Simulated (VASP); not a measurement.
# CuSn2O2 in VASP: notebook

The runs below take CuSn2O2 through single point, with PBE+D3(BJ).

Program: VASP 6.6.1. These are calculated values, not measurements. Logs are shortened: lines on timing, memory, paths and dates and some standing lists are left out, and cuts for length are marked.

### 1 The cell of the first run

The cell holds a slab with vacuum, 5 atoms: a = 3.820 Å, b = 3.820 Å, c = 19.363 Å, α = 90.00°, β = 90.00°, γ = 90.00°.

### 2 Single point, PBE+D3(BJ), collinear spin

Input file INCAR:

```
PREC     = Accurate       # precision mode
ENCUT    = 520            # plane-wave cutoff, eV
EDIFF    = 1E-6           # SCF threshold, eV
ISMEAR   = 0              # smearing method
SIGMA    = 0.05           # smearing width, eV
LREAL    = F              # projectors in reciprocal space
LASPH    = T              # aspherical terms in the spheres
NELM     = 150            # most SCF steps
ALGO     = Normal         # electronic algorithm
ISIF     = 2              # what is computed and relaxed
LWAVE    = F              # write WAVECAR
LCHARG   = T              # write CHGCAR
ISPIN    = 2              # spin polarisation
MAGMOM   = 0 0 0 0 1      # initial moments
LORBIT   = 11             # projections on sites
LMAXMIX  = 4              # l up to which the mixer works
LDIPOL   = T            
IDIPOL   = 3            
DIPOL    = 0.5 0.5 0.303
GGA      = PE             # functional
IVDW     = 12             # dispersion correction
LELF     = T              # ELF
LVHAR    = T            
LVACPOTAV= T            
NBANDS   = 38             # bands
```

Input file KPOINTS:

```
regular mesh
0
Gamma
  7 7 1
```

Input file POSCAR:

```
CuSn2O2
1.0
    3.8201708766      0.0000000000      0.0000000000
    0.0000000000      3.8201708766      0.0000000000
    0.0000000000      0.0000000000     19.3630360333
Sn O Cu
2 2 1
Direct
    0.5000000000      0.0000000000      0.2065791745
    0.0000000000      0.5000000000      0.3286176828
    0.0000000000      0.0000000000      0.2675984287
    0.5000000000      0.5000000000      0.2675984287
    0.1250000000      0.6250000000      0.4422362288
```

Potentials or basis: VASP PAW PBE potentials, release 64 (Sn_d, O, Cu).

Command:

```console
> cat potpaw_PBE.64/Sn_d/POTCAR potpaw_PBE.64/O/POTCAR potpaw_PBE.64/Cu/POTCAR > POTCAR
> mpirun -np 1 vasp_std > vasp.out
```

OUTCAR:

```text
PREC = Accurate
   ENCUT = 520
   EDIFF = 1E-6
   ISMEAR = 0
   LREAL = F
   LASPH = T
   NELM = 150
   ISIF = 2
   ISPIN = 2
   LORBIT = 11
   GGA = PE
   IVDW = 12
 IVDW          = 12

 ion  position               nearest neighbor table
   1  0.500  0.000  0.207-   3 2.25   4 2.25   4 2.25   3 2.25   2 3.59   2 3.59   2 3.59   2 3.59

   2  0.000  0.500  0.329-   3 2.25   4 2.25   3 2.25   4 2.25   5 2.30   1 3.59   1 3.59   1 3.59
                             1 3.59
   3  0.000  0.000  0.268-   2 2.25   2 2.25   1 2.25   1 2.25
   4  0.500  0.500  0.268-   2 2.25   2 2.25   1 2.25   1 2.25
   5  0.125  0.625  0.442-   2 2.30

  LATTYP: Found a simple tetragonal cell.
 ALAT       =     3.8201708766
 C/A-ratio  =     5.0686308699

  Lattice vectors:

 A1 = (   3.8201708766,   0.0000000000,   0.0000000000)
 A2 = (   0.0000000000,   3.8201708766,   0.0000000000)
 A3 = (   0.0000000000,   0.0000000000,  19.3630360333)

Analysis of symmetry for initial positions (statically):
=====================================================================
 Subroutine PRICEL returns:
 Original cell was already a primitive cell.

 Routine SETGRP: Setting up the symmetry group for a
 simple tetragonal supercell.

 Subroutine GETGRP returns: Found  2 space group operations
 (whereof  1 operations were pure point group operations)
 out of a pool of 16 trial point group operations.

The static configuration has the point symmetry C_1 .
 The point group associated with its full space group is C_1h.

Analysis of symmetry for dynamics (positions and initial velocities):
=====================================================================
 Subroutine PRICEL returns:
 Original cell was already a primitive cell.

 Routine SETGRP: Setting up the symmetry group for a
 simple tetragonal supercell.

 Subroutine GETGRP returns: Found  2 space group operations
 (whereof  1 operations were pure point group operations)
 out of a pool of 16 trial point group operations.

The dynamic configuration has the point symmetry C_1 .
 The point group associated with its full space group is C_1h.

Analysis of structural, dynamic, and magnetic symmetry:
=====================================================================
 Subroutine PRICEL returns:
 Original cell was already a primitive cell.

 Routine SETGRP: Setting up the symmetry group for a
 simple tetragonal supercell.

 Subroutine GETGRP returns: Found  2 space group operations
 (whereof  1 operations were pure point group operations)
 out of a pool of 16 trial point group operations.
[... 135 lines left out ...]
   NGX = 15   NGY = 15   NGZ = 73

 dipolmoment           0.000000      0.000000     -0.000946 electrons x Angstroem

 number of electron      50.9999964 magnetization       0.3473027

 dipolmoment           0.000000      0.000000      0.073261 electrons x Angstroem

 Free energy of the ion-electron system (eV)
  ---------------------------------------------------
  ext. energy  EPLUGINS =         0.00000000
  ---------------------------------------------------
  free energy    TOTEN  =       -23.69978136 eV

  energy without entropy =      -23.69778934  energy(sigma->0) =      -23.69878535

 E-fermi :  -0.2855     XC(G=0):  -4.1074

 val. band max:       -0.3134772411   @ k =   0.2857   0.0000   0.0000
 cond. band min:      -0.2243586975   @ k =   0.4286   0.1429   0.0000
 fundamental gap:      0.0891185436
 Fermi energy:        -0.2855436852

 spin component 1

 k-point     1 :       0.0000    0.0000    0.0000
  band No.  band energies     occupation
      1     -23.0796      1.00000
      2     -22.7654      1.00000
      3     -22.7302      1.00000
      4     -22.7301      1.00000
      5     -22.7166      1.00000
      6     -22.6969      1.00000
[... 629 lines left out ...]
     36       5.7511      0.00000
     37       6.5796      0.00000
 Fermi energy:        -0.2855436852

 spin component 2

 k-point     1 :       0.0000    0.0000    0.0000
  band No.  band energies     occupation
      1     -23.0671      1.00000
      2     -22.7535      1.00000
      3     -22.7174      1.00000
      4     -22.7146      1.00000
      5     -22.7024      1.00000
      6     -22.6918      1.00000
[... 629 lines left out ...]
     36       5.8454      0.00000
     37       6.5890      0.00000
 [bands above 37 left out]

------------------------ aborting loop because EDIFF is reached ----------------------------------------

 Edisp (eV)   -0.80993

 E8    (eV) :    -0.3637

  FORCE on cell =-STRESS in cart. coord.  units (eV):
  Direction    XX          YY          ZZ          XY          YZ          ZX
  --------------------------------------------------------------------------------------
  -------------------------------------------------------------------------------------
  Total      -1.04194    -1.04194     3.25758     0.10509     0.86487     0.86487
  in kB      -5.90764    -5.90764    18.47000     0.59584     4.90369     4.90371
  external pressure =        2.22 kB  Pullay stress =        0.00 kB

 VOLUME and BASIS-vectors are now :
 -----------------------------------------------------------------------------
  energy-cutoff  :      520.00
  volume of cell :      282.58
      direct lattice vectors                 reciprocal lattice vectors
     3.820170877  0.000000000  0.000000000     0.261768395  0.000000000  0.000000000
     0.000000000  3.820170877  0.000000000     0.000000000  0.261768395  0.000000000
     0.000000000  0.000000000 19.363036033     0.000000000  0.000000000  0.051644794

 POSITION                                       TOTAL-FORCE (eV/Angst)
 -----------------------------------------------------------------------------------
      1.91009      0.00000      4.00000         0.009854      0.009854     -0.034192
      0.00000      1.91009      6.36304        -0.363428     -0.363428     -1.971303
      0.00000      0.00000      5.18152        -0.010436     -0.022191      0.170011
      1.91009      1.91009      5.18152        -0.022191     -0.010436      0.170011
      0.47752      2.38761      8.56304         0.386202      0.386202      1.665472
 -----------------------------------------------------------------------------------
    total drift:                               -0.000106     -0.000106      0.002280

  FREE ENERGIE OF THE ION-ELECTRON SYSTEM (eV)
  ---------------------------------------------------
  free  energy   TOTEN  =       -24.5097070492 eV

  energy  without entropy=      -24.5077150341  energy(sigma->0) =      -24.50871104

 vacuum level on the upper side and lower side of the slab         3.920         3.013

 total charge

# of ion       s       p       d       tot
------------------------------------------
    1        1.280   0.761  10.054  12.096
    2        1.206   0.881  10.099  12.186
    3        1.580   3.422   0.000   5.001
    4        1.580   3.422   0.000   5.001
    5        0.434   0.125   9.305   9.863
--------------------------------------------------
tot          6.079   8.611  29.458  44.148

 magnetization (x)

# of ion       s       p       d       tot
------------------------------------------
    1        0.001  -0.000   0.000   0.001
    2        0.031   0.008   0.003   0.043
    3        0.001   0.019   0.000   0.020
    4        0.001   0.019   0.000   0.020
    5        0.035   0.018   0.010   0.063
--------------------------------------------------
tot          0.068   0.064   0.014   0.147
```

stdout:

```text
POSCAR found type information on POSCAR SnO Cu
 POSCAR found :  3 types and       5 ions
 scaLAPACK will be used
 LDA part: xc-table for (Slater+PW92), standard interpolation
 POSCAR, INCAR and KPOINTS ok, starting setup
 FFT: planning ... GRIDC
 FFT: planning ... GRID_SOFT
 FFT: planning ... GRID
 WAVECAR not read
 entering main loop
 -----------------------------------------------------------------------------
|                                                                             |
|           W    W    AA    RRRRR   N    N  II  N    N   GGGG   !!!           |
|           W    W   A  A   R    R  NN   N  II  NN   N  G    G  !!!           |
|           W    W  A    A  R    R  N N  N  II  N N  N  G       !!!           |
|           W WW W  AAAAAA  RRRRR   N  N N  II  N  N N  G  GGG   !            |
|           WW  WW  A    A  R   R   N   NN  II  N   NN  G    G                |
|           W    W  A    A  R    R  N    N  II  N    N   GGGG   !!!           |
|                                                                             |
|     Did not find any points to average over, which means that no vacuum     |
|     field-free region was found. Please increase the size of  your cell     |
|     in the dimension of the dipole correction to obtain accurate            |
|     workfunction values.                                                    |
|                                                                             |
 -----------------------------------------------------------------------------
```

It took 19 min on 1 thread of Intel Xeon Platinum 8259CL at 2.50GHz (Skylake/Cascade Lake), shared host; peak memory 0.57 GiB.

Results:

```yaml
Free_energy: -24.5097 eV
Largest_force: 2.037 eV/Å
Net_moment: 0.35 μB per cell
Site_moments: Sn +0.00, +0.04; O +0.02; Cu +0.06 μB
Valence_electrons_inside_the_program's_atomic_spheres: Sn 12.10, 12.19; O 5.00; Cu 9.86
Dispersion_energy_per_atom: -0.162 eV
```

Forces on the atoms (eV/Å):
```
Sn   0.010  0.010 -0.034
Sn  -0.363 -0.363 -1.971
O   -0.010 -0.022  0.170
O   -0.022 -0.010  0.170
Cu   0.386  0.386  1.665
```

Caveat: spin-orbit coupling is left out, which moves the levels of the heavy elements. With open d or f shells a metallic result of PBE can be an artefact of self-interaction; +U or a hybrid may open a gap.

### 3 Single point, PBE+D3(BJ), collinear spin

Input file INCAR:

```
SYSTEM = CuSn2O2
PREC = Accurate
ENCUT = 520
EDIFF = 1E-6
ISMEAR = 0
SIGMA = 0.05
LREAL = .False.
LASPH = .True.
NELM = 150
ALGO = Normal
ISIF = 2
LWAVE = .False.
LCHARG = .True.
ISPIN = 2
MAGMOM = 0 0 0 0 1
LORBIT = 11
LMAXMIX = 4
LDIPOL = .True.
IDIPOL = 3
DIPOL = 0.5 0.5 0.303
GGA = PE
IVDW = 12
LELF = .True.
LVHAR = .True.
LVACPOTAV = .True.
NBANDS = 38
```

Input file KPOINTS:

```
regular mesh
0
Gamma
  7 7 1
  0 0 0
```

Edit POSCAR of step 2 so:

```diff
@@ -12,2 +12,2 @@
     0.5000000000      0.5000000000      0.2675984287
-    0.1250000000      0.6250000000      0.4422362288
+    0.2500000000      0.7500000000      0.4422362288
```

Potentials or basis: VASP PAW PBE potentials, release 64 (Sn_d, O, Cu).

Command:

```console
> cat potpaw_PBE.64/Sn_d/POTCAR potpaw_PBE.64/O/POTCAR potpaw_PBE.64/Cu/POTCAR > POTCAR
> mpirun -np 1 vasp_std > vasp.out
```

OUTCAR:

```text
SYSTEM = CuSn2O2
   PREC = Accurate
   ENCUT = 520
   EDIFF = 1E-6
   ISMEAR = 0
   LREAL = .False.
   LASPH = .True.
   NELM = 150
   ISIF = 2
   ISPIN = 2
   LORBIT = 11
   GGA = PE
   IVDW = 12
 IVDW          = 12

 ion  position               nearest neighbor table
   1  0.500  0.000  0.207-   3 2.25   4 2.25   4 2.25   3 2.25   2 3.59   2 3.59   2 3.59   2 3.59

   2  0.000  0.500  0.329-   3 2.25   4 2.25   3 2.25   4 2.25   5 2.58   1 3.59   1 3.59   1 3.59
                             1 3.59
   3  0.000  0.000  0.268-   2 2.25   2 2.25   1 2.25   1 2.25
   4  0.500  0.500  0.268-   2 2.25   2 2.25   1 2.25   1 2.25
   5  0.250  0.750  0.442-   2 2.58

  LATTYP: Found a simple tetragonal cell.
[... 1518 lines left out ...]
 -----------------------------------------------------------------------------------
      1.91009      0.00000      4.00000         0.014802      0.014802     -0.008712
      0.00000      1.91009      6.36304         0.007740      0.007740      0.083948
      0.00000      0.00000      5.18152        -0.028466     -0.012987      0.060477
      1.91009      1.91009      5.18152        -0.012987     -0.028466      0.060477
      0.95504      2.86513      8.56304         0.018911      0.018911     -0.196190
 -----------------------------------------------------------------------------------
    total drift:                               -0.001136     -0.001136      0.001664

  FREE ENERGIE OF THE ION-ELECTRON SYSTEM (eV)
  ---------------------------------------------------
  free  energy   TOTEN  =       -24.7151415728 eV

  energy  without entropy=      -24.7085012093  energy(sigma->0) =      -24.71182139

 vacuum level on the upper side and lower side of the slab         3.714         3.094

 total charge

# of ion       s       p       d       tot
------------------------------------------
    1        1.280   0.763  10.054  12.097
    2        1.198   0.818  10.080  12.096
    3        1.579   3.421   0.000   5.001
    4        1.579   3.421   0.000   5.001
    5        0.401   0.075   9.307   9.783
--------------------------------------------------
tot          6.037   8.498  29.441  43.977

 magnetization (x)

# of ion       s       p       d       tot
------------------------------------------
    1        0.001   0.001   0.001   0.002
    2        0.052   0.013   0.004   0.069
    3        0.002   0.028   0.000   0.029
    4        0.002   0.028   0.000   0.029
    5        0.079   0.012   0.020   0.110
--------------------------------------------------
tot          0.135   0.081   0.025   0.241
```

Run time: 8.5 min. Hardware: 1 thread of AMD EPYC 9R45 (Zen 5), shared host; peak memory 0.56 GiB.

Results:

| Quantity | Value |
| --- | --- |
| Free energy | -24.7151 eV |
| Largest force | 0.198 eV/Å |
| Net moment | 0.52 μB per cell |
| Site moments | Sn +0.00, +0.07; O +0.03; Cu +0.11 μB |
| Valence electrons inside the program's atomic spheres | Sn 12.10; O 5.00; Cu 9.78 |
| Dispersion energy per atom | -0.162 eV |

Forces in eV/Å, atoms in the order of the input:
```
Sn   0.015  0.015 -0.009
Sn   0.008  0.008  0.084
O   -0.028 -0.013  0.060
O   -0.013 -0.028  0.060
Cu   0.019  0.019 -0.196
```

Caveat: spin-orbit coupling is left out, which moves the levels of the heavy elements.
